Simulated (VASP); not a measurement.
# Ni (Fm-3m) in VASP: single point with PBE

Aim: the single point of Ni with PBE.

Everything below comes from runs of VASP 6.6.1. Logs are shortened: lines on timing, memory, paths and dates and some standing lists are left out, and cuts for length are marked.

## Step 1: The cell of the first run

It takes space group Fm-3m (No. 225, cubic). The conventional cell has a = 3.499 Å, b = 3.499 Å, c = 3.499 Å, α = 90.00°, β = 90.00°, γ = 90.00°. Within 3.3 Å of Ni (site symmetry m-3m) lie 12 Ni at 2.47 Å.

## Step 2: Single point, PBE, collinear spin, ferromagnetic start

File INCAR:

```
  ALGO = Normal
  EDIFF = 1E-7
  ENCUT = 520
  GGA = PE
  ISIF = 2
  ISMEAR = 0
  ISPIN = 2
  LASPH = T
  LCHARG = F
  LMAXMIX = 4
  LORBIT = 11
  LREAL = F
  LWAVE = F
  MAGMOM = 2 2
  NBANDS = 21
  NELM = 150
  PREC = Accurate
  SIGMA = 0.1
```

File KPOINTS:

```
k-points
0
Gamma
  6 12 12
```

File POSCAR:

```
Ni
1.0
    0.0000000000      3.4990000000      3.4990000000
    1.7495000000      0.0000000000      1.7495000000
    1.7495000000      1.7495000000      0.0000000000
Ni
2
Direct
    0.0000000000      0.0000000000      0.0000000000
    0.5000000000      0.0000000000      0.0000000000
```

Potentials or basis: VASP PAW PBE potentials, release 64 (Ni).

The run is started by

```console
$ cat potpaw_PBE.64/Ni/POTCAR > POTCAR
$ mpirun -np 1 vasp_std > vasp.out
```

OUTCAR:

```text
EDIFF = 1E-7
   ENCUT = 520
   GGA = PE
   ISIF = 2
   ISMEAR = 0
   ISPIN = 2
   LASPH = T
   LORBIT = 11
   LREAL = F
   NELM = 150
   PREC = Accurate

 ion  position               nearest neighbor table
   1  0.000  0.000  0.000-   2 2.47   2 2.47   2 2.47   2 2.47   2 2.47   2 2.47
   2  0.500  0.000  0.000-   1 2.47   1 2.47   1 2.47   1 2.47   1 2.47   1 2.47

  LATTYP: Found a trigonal (rhomboedric) cell.
 ALAT       =     4.2853823050
 COS(alpha) =     0.8333333333

  Lattice vectors:

 A1 = (   1.7495000000,  -1.7495000000,  -3.4990000000)
 A2 = (   3.4990000000,  -1.7495000000,  -1.7495000000)
 A3 = (   1.7495000000,  -3.4990000000,  -1.7495000000)

Analysis of symmetry for initial positions (statically):
=====================================================================
 Subroutine PRICEL returns following result:

  LATTYP: Found a face centered cubic cell.
 ALAT       =     3.4990000000
[... 12 lines left out ...]
 Subroutine GETGRP returns: Found 12 space group operations
 (whereof 12 operations were pure point group operations)
 out of a pool of 12 trial point group operations.

The static configuration has the point symmetry D_3d.

Analysis of symmetry for dynamics (positions and initial velocities):
=====================================================================
 Subroutine PRICEL returns following result:

  LATTYP: Found a face centered cubic cell.
 ALAT       =     3.4990000000
[... 12 lines left out ...]
 Subroutine GETGRP returns: Found 12 space group operations
 (whereof 12 operations were pure point group operations)
 out of a pool of 12 trial point group operations.

The dynamic configuration has the point symmetry D_3d.

Analysis of structural, dynamic, and magnetic symmetry:
=====================================================================
 Subroutine PRICEL returns following result:

  LATTYP: Found a face centered cubic cell.
 ALAT       =     3.4990000000
[... 12 lines left out ...]
 Subroutine GETGRP returns: Found 12 space group operations
 (whereof 12 operations were pure point group operations)
 out of a pool of 12 trial point group operations.

The overall configuration has the point symmetry D_3d.

 Subroutine INISYM returns: Found 12 space group operations
 (whereof 12 operations are pure point group operations),
 and found     2 'primitive' translations

----------------------------------------------------------------------------------------

                                     Primitive cell

  volume of cell :      10.7096

  direct lattice vectors                    reciprocal lattice vectors
     0.000000000  1.749500000  1.749500000    -0.285795942  0.285795942  0.285795942
     1.749500000  0.000000000  1.749500000     0.285795942 -0.285795942  0.285795942
     1.749500000  1.749500000  0.000000000     0.285795942  0.285795942 -0.285795942

  length of vectors
     2.474166627  2.474166627  2.474166627     0.495013092  0.495013092  0.495013092

  position of ions in fractional coordinates (direct lattice)
     0.000000000  0.000000000  0.000000000

  ion indices of the primitive-cell ions
   primitive index   ion index
                 1           1

----------------------------------------------------------------------------------------

 KPOINTS: k-points

Automatic generation of k-mesh.
 Grid dimensions read from file:
 generate k-points for:    6   12   12

 Generating k-lattice:

  Cartesian coordinates                     Fractional coordinates (reciprocal lattice)
    -0.023816328  0.023816328  0.023816328     0.166666667  0.000000000  0.000000000
     0.023816328 -0.023816328  0.023816328     0.000000000  0.083333333  0.000000000
     0.023816328  0.023816328 -0.023816328     0.000000000  0.000000000  0.083333333

  Length of vectors
     0.041251091  0.041251091  0.041251091

[... 17 lines left out ...]
|                                                                             |
|     Results are often still useful ...                                      |
|                                                                             |
 -----------------------------------------------------------------------------

 Subroutine IBZKPT returns following result:
 ===========================================

 Found     98 irreducible k-points:

 Following reciprocal coordinates:
            Coordinates               Weight
  0.000000  0.000000  0.000000      1.000000
  0.166667  0.000000  0.000000      2.000000
  0.333333  0.000000  0.000000      2.000000
  0.500000  0.000000  0.000000      1.000000
  0.000000  0.083333  0.000000      6.000000
  0.166667  0.083333  0.000000      6.000000
[... 16 lines left out ...]
  0.000000  0.333333  0.000000      6.000000
  0.166667  0.333333  0.000000      6.000000
 [... further k-points ...]
   k-points           NKPTS =     98   k-points in BZ     NKDIM =     98   number of bands    NBANDS=     21
   number of dos      NEDOS =    301   number of ions     NIONS =      2
   total plane-waves  NPLWV =  12960
   dimension x,y,z NGX =    40 NGY =   18 NGZ =   18
   dimension x,y,z NGXF=    80 NGYF=   36 NGZF=   36
   ions per type =               2
   NGX,Y,Z   is equivalent  to a cutoff of  13.44, 12.09, 12.09 a.u.
   NGXF,Y,Z  is equivalent  to a cutoff of  26.88, 24.19, 24.19 a.u.
 SYSTEM =  unknown system
   PREC   = accura    normal or accurate (medium, high low for compatibility)
   ISTART =      0    job   : 0-new  1-cont  2-samecut
   ICHARG =      2    charge: 1-file 2-atom 10-const
   ISPIN  =      2    spin polarized calculation?
   LNONCOLLINEAR =      F non collinear calculations
   LSORBIT =      F    spin-orbit coupling
   LASPH  =      T    aspherical Exc in radial PAW
   ENCUT  =  520.0 eV  38.22 Ry    6.18 a.u.   9.20  4.60  4.60*2*pi/ulx,y,z
   NELM   =    150;   NELMIN=  2; NELMDL= -5     # of ELM steps
   EDIFF  = 0.1E-06   stopping-criterion for ELM
   LREAL  =      F    real-space projection
   EDIFFG = 0.1E-05   stopping-criterion for IOM
   NSW    =      0    number of steps for IOM
   IBRION =     -1    ionic relax: 0-MD 1-quasi-New 2-CG
   NFREE  =      0    steps in history (QN), initial steepest desc. (CG)
   ISIF   =      2    stress and relaxation
   ISYM   =      2    0-nonsym 1-usesym 2-fastsym
   POTIM  = 0.5000    time-step for ionic-motion
   TEBEG  =    0.0;   TEEND  =   0.0 temperature during run
   PSTRESS=    0.0 pullay stress
   NELECT =      20.0000    total number of electrons
   NUPDOWN=      -1.0000    fix difference up-down
   EMIN   =  10.00;   EMAX   =-10.00  energy-range for DOS
   EFERMI =   0.00;   METHOD = LEGACY
   ISMEAR =     0;   SIGMA  =   0.10  broadening in eV -4-tet -1-fermi 0-gaus
   EFERMI_NEDOS =   21; number of points for ismear=-14 and -15
   IALGO  =     38    algorithm
   IMIX   =      4    mixing-type and parameters
     AMIX     =   0.40;   BMIX     =  1.00
     AMIX_MAG =   1.60;   BMIX_MAG =  1.00
  volume/ion in A,a.u.               =      10.71        72.27
  Fermi-wavevector in a.u.,A,eV,Ry     =   1.600114  3.023777 34.835872  2.560364
  Thomas-Fermi vector in A             =   2.697301
   LORBIT       =     11    0 simple, 1 ext, 2 COOP (PROOUT), +10 PAW based schemes
   GGA     = PE    functional components
   LHFCALC =     F    Hartree Fock is set to
   AEXX    =    0.0000 exact exchange contribution
   IVDW    =     0    specifies the selected vdW correction
   LEPSILON=     F    determine dielectric tensor
   LRPA    =     F    only Hartree local field effects (RPA)
 spin polarized calculation
 Gauss-broadening in eV      SIGMA  =   0.10
  energy-cutoff  :      520.00
  volume of cell :       21.42
 maximum number of plane-waves:       592
 NGX is ok and might be reduce to    40
   NGX = 19   NGY =  9   NGZ =  9

 number of electron      20.0000017 magnetization       1.3441673

 Free energy of the ion-electron system (eV)
  ---------------------------------------------------
  ext. energy  EPLUGINS =         0.00000000
  ---------------------------------------------------
  free energy    TOTEN  =       -10.94288697 eV

  energy without entropy =      -10.92531652  energy(sigma->0) =      -10.93410174

 E-fermi :   9.5987     XC(G=0): -13.3502

 val. band max:        9.5881137830   @ k =   0.3333   0.3333   0.1667
 cond. band min:       9.6175879746   @ k =   0.1667   0.5000   0.1667
 fundamental gap:      0.0294741917
 Fermi energy:         9.5986727183

 spin component 1

 k-point     1 :       0.0000    0.0000    0.0000
  band No.  band energies     occupation
      1       0.4801      1.00000
      2       4.6559      1.00000
      3       7.0892      1.00000
      4       7.0892      1.00000
      5       7.0892      1.00000
      6       7.1115      1.00000
[... 565 lines left out ...]
     20      35.4705      0.00000
     21      39.6532      0.00000

 [... further k-points ...]

 spin component 2

 k-point     1 :       0.0000    0.0000    0.0000
  band No.  band energies     occupation
      1       0.4479      1.00000
      2       5.1193      1.00000
      3       7.7721      1.00000
      4       7.7721      1.00000
      5       7.8952      1.00000
      6       7.8952      1.00000
[... 565 lines left out ...]
     20      35.5804      0.00000
     21      39.6392      0.00000

 [... further k-points ...]

------------------------ aborting loop because EDIFF is reached ----------------------------------------

  FORCE on cell =-STRESS in cart. coord.  units (eV):
  Direction    XX          YY          ZZ          XY          YZ          ZX
  --------------------------------------------------------------------------------------
  -------------------------------------------------------------------------------------
  Total        0.4992847      0.4992847      0.4992847      0.0000516     -0.0000516      0.0000516
  in kB       37.3471097     37.3471097     37.3471097      0.0038586     -0.0038586      0.0038586
  external PRESSURE =      37.3471097 kB  Pullay stress =       0.0000000 kB

 VOLUME and BASIS-vectors are now :
 -----------------------------------------------------------------------------
  energy-cutoff  :      520.00
  volume of cell :       21.42
      direct lattice vectors                 reciprocal lattice vectors
     0.000000000  3.499000000  3.499000000    -0.142897971  0.142897971  0.142897971
     1.749500000  0.000000000  1.749500000     0.285795942 -0.285795942  0.285795942
     1.749500000  1.749500000  0.000000000     0.285795942  0.285795942 -0.285795942

 POSITION                                       TOTAL-FORCE (eV/Angst)
 -----------------------------------------------------------------------------------
      0.00000      0.00000      0.00000        -0.000000     -0.000000     -0.000000
      0.00000      1.74950      1.74950         0.000000      0.000000      0.000000
 -----------------------------------------------------------------------------------
    total drift:                               -0.000000     -0.000000     -0.000000

  FREE ENERGIE OF THE ION-ELECTRON SYSTEM (eV)
  ---------------------------------------------------
  free  energy   TOTEN  =       -10.9428869652 eV

  energy  without entropy=      -10.9253165212  energy(sigma->0) =      -10.93410174

 total charge

# of ion       s       p       d       tot
------------------------------------------
    1        0.506   0.514   8.318   9.337
    2        0.506   0.514   8.318   9.337
--------------------------------------------------
tot          1.012   1.027  16.635  18.675

 magnetization (x)

# of ion       s       p       d       tot
------------------------------------------
    1       -0.006  -0.026   0.715   0.683
    2       -0.006  -0.026   0.715   0.683
--------------------------------------------------
tot         -0.012  -0.052   1.429   1.365
```

It took 50 s on 1 thread of Intel Xeon Platinum 8375C at 2.90GHz (Ice Lake), shared host; peak memory 0.19 GiB.

Results:

```yaml
Free_energy: -10.9429 eV
Pressure: 3.7 GPa
Net_moment: 1.34 μB per cell
Site_moments: Ni +0.68 μB
Valence_electrons_inside_the_program's_atomic_spheres: Ni 9.34
```
